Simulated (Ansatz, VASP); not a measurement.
# O in VASP and in Ansatz

File INCAR:

```
ALGO = Normal
EDIFF = 1E-8
ENCUT = 520
GGA = PE
ISIF = 2
ISMEAR = -1
LASPH = T
LCHARG = F
LEFG = T
LREAL = F
LWAVE = F
NBANDS = 13
NELM = 60
PREC = Accurate
SIGMA = 0.01
```

File KPOINTS:

```
k-points
0
Gamma
  3 3 2
```

POSCAR

```
O
1.0
    2.7015000000     -1.7145000000      0.0000000000
    2.7015000000      1.7145000000      0.0000000000
   -1.9649900000      0.0000000000      3.7479900000
O
2
Direct
    0.0640000000      0.0640000000      0.1530000000
    0.9360000000      0.9360000000      0.8470000000
```

Input for Ansatz:

```yaml
crystal:
  lattice:
    - [2.7015, -1.7145, 0.0]
    - [2.7015, 1.7145, 0.0]
    - [-1.96499, 0.0, 3.74799]
  atoms:
    - { symbol: O, position: [0.064, 0.064, 0.153] }
    - { symbol: O, position: [0.936, 0.936, 0.847] }
kpoints:
  mp_grid: { grid: [3, 3, 2] }
scf:
  occupations: { method: fermi_dirac, width: 0.01 }
hamiltonian:
  xc: pbe
  pseudopotentials: { kind: paw }
output:
  forces: true
  stress: true
  eigenvalues: true
  efg: { contact_densities: true }
```

Alike in both runs: task electric field gradients; functional PBE; k mesh 3 × 3 × 2; occupations fermi-dirac, width 0.01 eV; no spin polarisation.

|  | VASP | Ansatz |
| --- | --- | --- |
| version | VASP 6.6.1 | Ansatz 0.2.0 |
| potentials or method | VASP PAW PBE potentials, release 64 (O) | PAW with Ansatz's default frozen-core files, scalar-relativistic |
| plane-wave cutoff (eV) | 520 | 420 |
| valence electrons in the cell | 12 | 12 |

```tsv
	VASP	Ansatz	Ansatz less VASP
pressure (GPa)	10.8	7.1	-3.66
traceless stress, the component that is largest in VASP (GPa)	31.29	23.50	-7.791
rms of the force components (eV/Å)	4.586	3.285	-1.3008
size of Vzz on the site where it differs most (V/Å²)	113.6	113.0	-0.58
```

Atom by atom the forces differ by 1.301 eV/Å (rms over components). The functional is the same, so the differences come from potentials, cutoffs and numerics.

The k mesh is coarse, so the values compare programs but aren't converged. Noted on VASP's run: the standard files for N, O and F lose accuracy on very short bonds; spin is off for a triplet molecule.
